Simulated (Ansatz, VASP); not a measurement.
## Two plane-wave programs on ZnS

```
Zn S
1.0
     0.00000    2.62351    2.78579
     2.62351    0.00000    2.78579
     2.62351    2.62351    0.00000
Zn S
1 1
Cartesian
  0.0000 0.0000 0.0000
  3.9353 3.9353 4.1787
```

Change from the starting cell: strain -0.030 along x and y, +0.030 along z, atoms carried along.

Alike in both runs: task single point; functional PBE; k mesh 10 × 10 × 10; occupations gaussian, width 0.05 eV; no spin polarisation.

|  | VASP | Ansatz |
| --- | --- | --- |
| version | VASP 6.6.1 | Ansatz 0.2.0 |
| potentials or method | VASP PAW PBE potentials, release 64 (Zn, S), cutoff 520 eV | scalar-relativistic, plane waves, PAW |
| valence electrons in the cell | 18 | 18 |

Ansatz gave:

* gap on the k mesh at the Fermi level (eV): 2.14
* least direct gap on the mesh (eV): 2.14
* pressure (GPa): 3.8
* traceless stress, the component that is largest in VASP (GPa): -1.78

**Question.** Estimate VASP's values.

**Answer.** gap on the k mesh at the Fermi level (eV): 2.15; least direct gap on the mesh (eV): 2.15; pressure (GPa): 4.0; traceless stress, the component that is largest in VASP (GPa): -1.76.
